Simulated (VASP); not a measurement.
# Tb2As2Ir (P4/mmm) in VASP: a series of runs, part 2 of 2

VASP 6.6.1. The steps go on from the part before.

## (4) Relaxation of cell and atoms, PBE

Input file INCAR:

```
SYSTEM = Tb2As2Ir
ALGO = Normal ; EDIFF = 1E-7
EDIFFG = -0.04 ; ENCUT = 500
GGA = PE ; GGA_COMPAT = .False.
IBRION = 2 ; ISIF = 3
ISMEAR = 0 ; LASPH = .True.
LCHARG = .False. ; LMAXMIX = 6
LREAL = .False. ; LWAVE = .False.
NELM = 200 ; NELMIN = 4
NSW = 90 ; PREC = Accurate
SIGMA = 0.1
```

Input file KPOINTS:

```
k-points
0
Gamma
  4 4 4
  0 0 0
```

Input file POSCAR:

```
Tb2As2Ir
1.0
    4.5079139200      0.0000000000      0.0000000000
    0.0000000000      4.5079139200      0.0000000000
    0.0000000000      0.0000000000      6.1894813100
Tb As Ir
2 2 1
Direct
    0.5000000000      0.0000000000      0.5000000000
    0.0000000000      0.5000000000      0.5000000000
    0.5000000000      0.5000000000      0.8027901100
    0.5000000000      0.5000000000      0.1972098900
    0.0000000000      0.0000000000      0.0000000000
```

The run is started by

```
> cat potpaw_PBE.64/Tb_3/POTCAR potpaw_PBE.64/As/POTCAR potpaw_PBE.64/Ir/POTCAR > POTCAR
> mpirun -np 1 vasp_std > vasp.out
```

It took 14 min on 1 thread of Intel Xeon Platinum 8259CL at 2.50GHz (Skylake/Cascade Lake), shared host; peak memory 0.28 GiB.

It converged, with:

```
Free energy                           : -27.0165 eV
Relaxed volume                        : 25.47 Å³/atom
Relaxed cell                          : a = 5.209 Å, b = 5.209 Å, c = 4.692 Å, α = 90.00°, β = 90.00°, γ = 90.00°
Space group after relaxing (to 0.1 Å) : P4/mmm (No. 123)
Energy gained by relaxing             : 295.7 meV/atom
Ionic steps                           : 13
Pressure after relaxing               : 0.0 GPa
Largest force after relaxing          : 0.017 eV/Å
Band gap on the k mesh                : zero (an odd number of electrons rules out a gap without spin polarisation)
```

Forces in eV/Å, atoms in the order of the input:
```
Tb   0.000  0.000  0.000
Tb   0.000  0.000  0.000
As   0.000  0.000  0.017
As   0.000  0.000 -0.017
Ir   0.000  0.000  0.000
```

Stress tensor (GPa, compression positive):
```
 0.01  0.00  0.00
 0.00  0.01  0.00
 0.00  0.00 -0.13
```

Step by step:
```tsv
step	energy change (eV)	largest force (eV/Å)	pressure (GPa)	volume (Å³)
1	0.0000	0.4887	-4.84	125.78
2	-0.2976	1.1841	4.19	112.24
3	-0.3370	0.5346	1.40	115.28
4	-0.4508	0.5670	1.54	116.69
5	-0.9506	0.8673	2.01	120.37
6	-1.3720	1.9438	1.64	125.01
7	-1.4289	1.4084	0.63	126.41
8	-1.4468	0.5923	0.01	127.68
9	-1.4471	0.7087	0.07	127.52
10	-1.4616	0.6163	0.14	127.23
11	-1.4740	0.3639	0.39	126.53
12	-1.4767	0.2380	0.23	126.81
13	-1.4787	0.0170	-0.04	127.34
```

Final structure:
```
Tb As Ir
1.0
     5.20944    0.00000    0.00000
     0.00000    5.20944    0.00000
     0.00000    0.00000    4.69223
Tb As Ir
2 2 1
Cartesian
  2.6047 0.0000 2.3461
  0.0000 2.6047 2.3461
  2.6047 2.6047 3.5462
  2.6047 2.6047 1.1460
  0.0000 0.0000 0.0000
```

Levels at points of the mesh, in eV from the Fermi level:
| k point | band 15 | band 16 | band 17 | band 18 | band 19 | band 20 | band 21 | band 22 |
| --- | --- | --- | --- | --- | --- | --- | --- | --- |
| (0.00, 0.00, 0.00) | -1.44 | -1.28 | -1.26 | -0.26 | -0.26 | 0.65 | 2.23 | 2.38 |
| (0.50, 0.00, 0.00) | -1.11 | -0.65 | -0.48 | -0.12 | -0.10 | 0.10 | 0.56 | 2.11 |
| (0.50, 0.50, 0.00) | -0.68 | -0.52 | -0.47 | 0.21 | 0.21 | 0.64 | 1.20 | 1.20 |
| (0.00, 0.00, 0.50) | -0.86 | -0.59 | -0.45 | -0.40 | -0.40 | -0.20 | 0.86 | 1.35 |
| (0.50, 0.00, 0.50) | -0.95 | -0.43 | -0.22 | 0.02 | 0.31 | 0.63 | 1.01 | 1.79 |
| (0.50, 0.50, 0.50) | -1.10 | -0.73 | -0.72 | -0.40 | 0.11 | 0.88 | 2.19 | 2.19 |

Caveat: the electronic state changed during the relaxation; a cell axis changed by over 15 % at a fixed basis, so the end point is rough; spin-orbit coupling is left out, which moves the levels of the heavy elements; the 4f electrons are frozen in the core, so they carry no moment and show no levels. Spin polarisation is off, so any magnetic state and its effect on volume and gap are missing.

## (5) Single point, PBE, collinear spin

This run uses another cell than the first one, of 25.28 Å³/atom.

Input file INCAR:

```
SYSTEM = Tb2As2Ir
PREC = Accurate ; ENCUT = 500
EDIFF = 1E-6 ; ISMEAR = 0
SIGMA = 0.1 ; LREAL = .False.
LASPH = .True. ; NELM = 200
ALGO = Normal ; ISIF = 2
LWAVE = .False. ; LCHARG = .False.
ISPIN = 2 ; MAGMOM = 0 0 0 0 1
LORBIT = 11 ; LMAXMIX = 6
GGA = PE ; NBANDS = 30
GGA_COMPAT = .False.
```

Input file KPOINTS:

```
Automatic mesh
0
Gamma
  4 4 4
  0 0 0
```

Input file POSCAR:

```
Tb2As2Ir
1.0
    5.1321982554      0.0000000000      0.0000000000
    0.0000000000      5.1321982554      0.0000000000
    0.0000000000      0.0000000000      4.7992757080
Tb As Ir
2 2 1
Direct
    0.5000000000      0.0000000000      0.5000000000
    0.0000000000      0.5000000000      0.5000000000
    0.5000000000      0.5000000000      0.7624499303
    0.5000000000      0.5000000000      0.2375500697
    0.0000000000      0.0000000000      0.0000000000
```

Potentials or basis: VASP PAW PBE potentials, release 64 (Tb_3, As, Ir), 4f in core.

The run is started by

```
> cat potpaw_PBE.64/Tb_3/POTCAR potpaw_PBE.64/As/POTCAR potpaw_PBE.64/Ir/POTCAR > POTCAR
> mpirun -np 1 vasp_std > vasp.out
```

OUTCAR:

```text
SYSTEM = Tb2As2Ir
   PREC = Accurate
   ENCUT = 500
   EDIFF = 1E-6
   ISMEAR = 0
   LREAL = .False.
   LASPH = .True.
   NELM = 200
   ISIF = 2
   ISPIN = 2
   LORBIT = 11
   GGA = PE

 ion  position               nearest neighbor table
   1  0.500  0.000  0.500-   3 2.86   4 2.86   3 2.86   4 2.86   5 3.51   5 3.51   5 3.51   5 3.51
                             2 3.63   2 3.63   2 3.63   2 3.63
   2  0.000  0.500  0.500-   3 2.86   4 2.86   3 2.86   4 2.86   5 3.51   5 3.51   5 3.51   5 3.51
                             1 3.63   1 3.63   1 3.63   1 3.63
   3  0.500  0.500  0.762-   4 2.28   4 2.52   1 2.86   2 2.86   1 2.86   2 2.86
   4  0.500  0.500  0.238-   3 2.28   3 2.52   2 2.86   1 2.86   1 2.86   2 2.86
   5  0.000  0.000  0.000-   1 3.51   2 3.51   1 3.51   2 3.51   2 3.51   2 3.51   1 3.51   1 3.51

  LATTYP: Found a simple tetragonal cell.
 ALAT       =     5.1321982554
 C/A-ratio  =     0.9351306144

[... 1415 lines left out ...]
      2.56610      0.00000      2.39964         0.000000      0.000000      0.000000
      0.00000      2.56610      2.39964         0.000000      0.000000      0.000000
      2.56610      2.56610      3.65921         0.000000     -0.000000     -0.102067
      2.56610      2.56610      1.14007         0.000000      0.000000      0.102067
      0.00000      0.00000      0.00000         0.000000      0.000000      0.000000
 -----------------------------------------------------------------------------------
    total drift:                                0.000000      0.000000     -0.000000

  FREE ENERGIE OF THE ION-ELECTRON SYSTEM (eV)
  ---------------------------------------------------
  free  energy   TOTEN  =       -27.0121372927 eV

  energy  without entropy=      -26.9905363924  energy(sigma->0) =      -27.00133684

 total charge

# of ion       s       p       d       tot
------------------------------------------
    1        0.279   6.448   1.130   7.857
    2        0.279   6.448   1.130   7.857
    3        1.242   1.581   0.065   2.888
    4        1.242   1.581   0.065   2.888
    5        0.626   0.103   7.027   7.756
--------------------------------------------------
tot          3.667  16.161   9.417  29.246

 magnetization (x)

# of ion       s       p       d       tot
------------------------------------------
    1       -0.003  -0.001  -0.018  -0.022
    2       -0.003  -0.001  -0.018  -0.022
    3        0.002   0.031  -0.000   0.032
    4        0.002   0.031  -0.000   0.032
    5        0.019   0.001   0.492   0.512
--------------------------------------------------
tot          0.017   0.061   0.455   0.533
```

stdout:

```text
POSCAR found type information on POSCAR TbAsIr
 POSCAR found :  3 types and       5 ions
 scaLAPACK will be used
 LDA part: xc-table for (Slater+PW92), standard interpolation
 POSCAR, INCAR and KPOINTS ok, starting setup
 FFT: planning ... GRIDC
 FFT: planning ... GRID_SOFT
 FFT: planning ... GRID
 WAVECAR not read
 entering main loop
```

Run time: 5.1 min. Hardware: 1 thread of Intel Xeon Platinum 8259CL at 2.50GHz (Skylake/Cascade Lake), shared host; peak memory 0.34 GiB.

What came out:

- Free energy: -27.0121 eV
- Pressure: 0.5 GPa
- Largest force: 0.102 eV/Å
- Net moment: 0.56 μB per cell
- Site moments: Tb -0.02; As +0.03; Ir +0.51 μB
- Valence electrons inside the program's atomic spheres: Tb 7.86; As 2.89; Ir 7.76

Forces in eV/Å, atoms in the order of the input:
```
Tb   0.000  0.000  0.000
Tb   0.000  0.000  0.000
As   0.000  0.000 -0.102
As   0.000  0.000  0.102
Ir   0.000  0.000  0.000
```

Caveat: the magnetic or orbital state may not be the lowest; spin-orbit coupling is left out, which moves the levels of the heavy elements; the 4f electrons are frozen in the core, so they carry no moment and show no levels.

## (6) Summary

| task | spin | cell | gap on the mesh (eV) | pressure (GPa) | largest force (eV/Å) |
| --- | --- | --- | --- | --- | --- |
| single point | off | a = 4.508, b = 4.508, c = 6.189 Å, 5 atoms, atomic positions A | none | -4.8 | 0.49 |
| single point | off | a = 5.132, b = 5.132, c = 4.799 Å, 5 atoms, atomic positions B | none | 0.4 | 0.06 |
| relaxation of cell and atoms | off | relaxed from a = 4.508, b = 4.508, c = 6.189 Å, 5 atoms, atomic positions A | none | 0.0 | 0.02 |
| single point | collinear | a = 5.132, b = 5.132, c = 4.799 Å, 5 atoms, atomic positions B | none | 0.5 | 0.10 |

Alike in all rows: level PBE; potentials or basis VASP PAW PBE potentials, release 64 (Tb_3, As, Ir), 4f in core; k mesh 4 × 4 × 4; cutoff (eV) 500; smearing gaussian 0.1 eV.

Caveats: spin-orbit coupling is left out, which moves the levels of the heavy elements; the 4f electrons are frozen in the core, so they carry no moment and show no levels; the cell stands under tension (at least some runs); the electronic state changed during the relaxation (at least some runs); a cell axis changed by over 15 % at a fixed basis, so the end point is rough (at least some runs); the magnetic or orbital state may not be the lowest (at least some runs).

Total energies depend on the potentials used, so only differences within one code and one set of settings carry meaning.
